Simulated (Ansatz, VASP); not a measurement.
AlP in VASP and in Ansatz

```xyz
2
Lattice="0.0000 2.7346 2.7346 2.7346 0.0000 2.7346 2.7346 2.7346 0.0000" Properties=species:S:1:pos:R:3 pbc="T T T"
Al    0.0000    0.0000    0.0000
P     1.3673    1.3673    1.3673
```

Alike in both runs: task single point; functional PBEsol; k mesh 8 × 8 × 8; occupations gaussian, width 0.02 eV; no spin polarisation.

|  | VASP | Ansatz |
| --- | --- | --- |
| version | VASP 6.6.1 | Ansatz 0.2.0 |
| potentials or method | VASP PAW PBE potentials, release 64 (Al, P), cutoff 500 eV | scalar-relativistic, plane waves, PAW |
| valence electrons in the cell | 8 | 8 |

Ansatz gave:

| Quantity | Value |
| --- | --- |
| gap on the k mesh at the Fermi level (eV) | 1.45 |
| least direct gap on the mesh (eV) | 3.15 |
| pressure (GPa) | 0.1 |

Which values does VASP return?

gap on the k mesh at the Fermi level (eV): 1.45; least direct gap on the mesh (eV): 3.16; pressure (GPa): 0.1.

VASP's potentials were made for PBE, not for PBEsol, and Ansatz warns of the same on its side.
